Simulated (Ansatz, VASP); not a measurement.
# CdF2: VASP beside Ansatz

```
CELL_PARAMETERS angstrom
0.00000 2.57427 2.47311
2.57427 0.00000 2.47311
2.57427 2.57427 0.00000
ATOMIC_POSITIONS crystal
Cd 0.00000 0.00000 0.00000
F 0.25000 0.25000 0.25000
F 0.75000 0.75000 0.75000
```

Alike in both runs: task single point; functional PBEsol; k mesh 8 × 8 × 8; occupations gaussian, width 0.05 eV; no spin polarisation.

|  | VASP | Ansatz |
| --- | --- | --- |
| version | VASP 6.6.1 | Ansatz 0.2.0 |
| potentials or method | VASP PAW PBE potentials, release 64 (Cd_sv_GW, F), cutoff 700 eV | scalar-relativistic, plane waves, PAW |
| valence electrons in the cell | 34 | 34 |

VASP gave:

```
gap on the k mesh at the Fermi level (eV) : 3.50
least direct gap on the mesh (eV)         : 3.70
```

**Question.** Which values does Ansatz return?

**Answer.** gap on the k mesh at the Fermi level (eV): 3.52; least direct gap on the mesh (eV): 3.71.

VASP's potentials were made for PBE, not for PBEsol.
